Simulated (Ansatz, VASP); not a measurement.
**P: VASP beside Ansatz**

File INCAR:

```
SYSTEM = P
PREC = Accurate
ENCUT = 520
EDIFF = 1E-7
ISMEAR = 0
SIGMA = 0.05
LREAL = .False.
LASPH = .True.
NELM = 60
ALGO = Normal
ISIF = 2
LWAVE = .False.
LCHARG = .True.
GGA = PE
LELF = .True.
LVHAR = .True.
NBANDS = 18
```

The input KPOINTS:

```
Automatic mesh
0
Gamma
  8 1 6
  0 0 0
```

File POSCAR:

```
P
1.0
    3.6531470885      0.0000000000      0.0000000000
    0.0000000000     38.7784469764      0.0000000000
    0.0000000000      0.0000000000      4.6320847100
P
4
Direct
    0.0000000000      0.9702614300      0.5921507200
    0.0000000000      0.0297385700      0.4078492800
    0.5000000000      0.0297385700      0.0921507200
    0.5000000000      0.9702614300      0.9078492800
```

Input for Ansatz:

```yaml
crystal:
  lattice:
    - [3.6531470885, 0.0, 0.0]
    - [0.0, 38.7784469764, 0.0]
    - [0.0, 0.0, 4.63208471]
  atoms:
    - { symbol: P, position: [0.0, 0.97026143, 0.59215072] }
    - { symbol: P, position: [0.0, 0.02973857, 0.40784928] }
    - { symbol: P, position: [0.5, 0.02973857, 0.09215072] }
    - { symbol: P, position: [0.5, 0.97026143, 0.90784928] }
basis:
  ecutwfc: 420
kpoints:
  mp_grid: { grid: [8, 1, 6] }
hamiltonian:
  xc: pbe
scf:
  occupations: { method: gaussian, width: 0.05 }
output:
  forces: true
  stress: true
  eigenvalues: true
```

Change from the starting cell: strain +0.1125 x Voigt [1, 1, 0, 0, 0, 0], atoms carried along.

Alike in both runs: task single point; functional PBE; k mesh 8 × 1 × 6; occupations gaussian, width 0.05 eV; no spin polarisation.

```csv
,VASP,Ansatz
version,VASP 6.6.1,Ansatz 0.2.0
potentials or method,"VASP PAW PBE potentials, release 64 (P), cutoff 520 eV","scalar-relativistic, plane waves, PAW"
valence electrons in the cell,20,20
```

```csv
,VASP,Ansatz,Ansatz less VASP
gap on the k mesh at the Fermi level (eV),0.56,0.52,-0.031
least direct gap on the mesh (eV),0.59,0.58,-0.013
rms of the force components (eV/Å),0.673,0.665,-0.0086
```

Atom by atom the forces differ by 0.018 eV/Å (rms over components).
